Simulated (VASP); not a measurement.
Wanted: the native input for a VASP 6.6.1 run.

```
Task                   : relaxation of cell and atoms
Functional             : PBE
Potentials or basis    : VASP PAW PBE potentials, release 64 (Mg, Si, N)
Cutoff                 : 600 eV
k mesh                 : 4 × 4 × 4
Occupations            : gaussian, width 0.1 eV
Spin                   : no spin polarisation
Dipole correction      : no
Further INCAR settings : ALGO = Normal; EDIFF = 1e-06; IBRION = 2; EDIFFG = -0.04; NSW = 90; ISIF = 3
```

The structure of MgSi3N lies in POSCAR:

```
MgSi3N
1.0
    3.7832146800      0.0000000000      0.0000000000
    0.0000000000      3.7832146800      0.0000000000
    0.0000000000      0.0000000000      4.7927032600
Mg Si N
1 3 1
Direct
    0.0000000000      0.0000000000      0.0000000000
    0.0000000000      0.5000000000      0.5000000000
    0.5000000000      0.0000000000      0.5000000000
    0.5000000000      0.5000000000      0.1076000000
    0.5000000000      0.5000000000      0.6650000200
```

The input as run:

INCAR

```
  PREC = Accurate
  ENCUT = 600
  EDIFF = 1E-6
  ISMEAR = 0
  SIGMA = 0.1
  LREAL = False
  LASPH = True
  NELM = 80
  ALGO = Normal
  ISIF = 3
  LWAVE = False
  LCHARG = False
  GGA = PE
  IBRION = 2
  NSW = 90
  EDIFFG = -0.04
```

KPOINTS

```
Automatic mesh
0
Gamma
  4 4 4
```

Potentials or basis: VASP PAW PBE potentials, release 64 (Mg, Si, N).

Command:

```console
$ cat potpaw_PBE.64/Mg/POTCAR potpaw_PBE.64/Si/POTCAR potpaw_PBE.64/N/POTCAR > POTCAR
$ mpirun -np 1 vasp_std > vasp.out
```

It gave:

The relaxed volume is 14.39 Å³/atom and the relaxed cell is a = 4.235 Å, b = 4.235 Å, c = 4.012 Å, α = 90.00°, β = 90.00°, γ = 90.00°. The space group after relaxing (to 0.05 Å) is P4mm (No. 99). The energy gained by relaxing is 209.5 meV/atom and the ionic steps are 20. The pressure after relaxing is -0.1 GPa. The largest force after relaxing is 0.039 eV/Å.

Caveat: the k points lie up to 0.39 Å⁻¹ apart in the final cell.

It took 4.9 min on 1 thread of AMD EPYC 7R43 64-Core Processor (Zen 3), with other jobs on the host, peak memory 0.16 GiB.
